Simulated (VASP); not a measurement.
Write the native input for VASP 6.6.1 that does the following.

```
Task                   : relaxation of shape and atoms at fixed volume
Functional             : PBE
Potentials or basis    : VASP PAW PBE potentials, release 64 (Nb_sv)
Cutoff                 : 600 eV
k mesh                 : 16 × 16 × 9
Occupations            : fermi-dirac, width 0.05 eV
Spin                   : no spin polarisation
Dipole correction      : no
Further INCAR settings : ALGO = Normal; EDIFF = 1e-06; IBRION = 2; EDIFFG = -0.005; NSW = 50; ISIF = 4
```

The structure of Nb lies in POSCAR:

```
Nb
1.0
    2.5223551424      0.0000000000      0.0000000000
   -1.2611775712      2.1844236307      0.0000000000
    0.0000000000      0.0000000000      4.6073838870
Nb
2
Direct
    0.3333333333      0.6666666667      0.2500000000
    0.6666666667      0.3333333333      0.7500000000
```

One way to write it, as run:

INCAR

```
SYSTEM = Nb
ALGO     = Normal         ! electronic algorithm
EDIFF    = 1E-6           ! SCF threshold, eV
EDIFFG   = -0.005         ! ionic threshold
ENCUT    = 600            ! plane-wave cutoff, eV
GGA      = PE             ! functional
IBRION   = 2              ! ionic algorithm
ISIF     = 4              ! what is computed and relaxed
ISMEAR   = -1             ! smearing method
LASPH    = .TRUE.         ! aspherical terms in the spheres
LCHARG   = .FALSE.        ! write CHGCAR
LREAL    = .FALSE.        ! projectors in reciprocal space
LWAVE    = .FALSE.        ! write WAVECAR
NELM     = 100            ! most SCF steps
NSW      = 50             ! ionic steps
PREC     = Accurate       ! precision mode
SIGMA    = 0.05           ! smearing width, eV
```

KPOINTS

```
k-points
0
G
  16 16 9
  0 0 0
```

Potentials or basis: VASP PAW PBE potentials, release 64 (Nb_sv).

Command:

```bash
$ cat potpaw_PBE.64/Nb_sv/POTCAR > POTCAR
$ mpirun -np 1 vasp_std > vasp.out
```

It gave:

The energy gained by relaxing is 7.1 meV/atom and the ionic steps are 17. The pressure after relaxing is 123.9 GPa and the band gap on the k mesh is zero (band 13 reaches 19.70 eV, above the bottom of band 14 at 16.30 eV).

Wall time 3.3 min on 1 thread of Intel Xeon 6975P-C (shared host), peak memory 0.2 GiB.
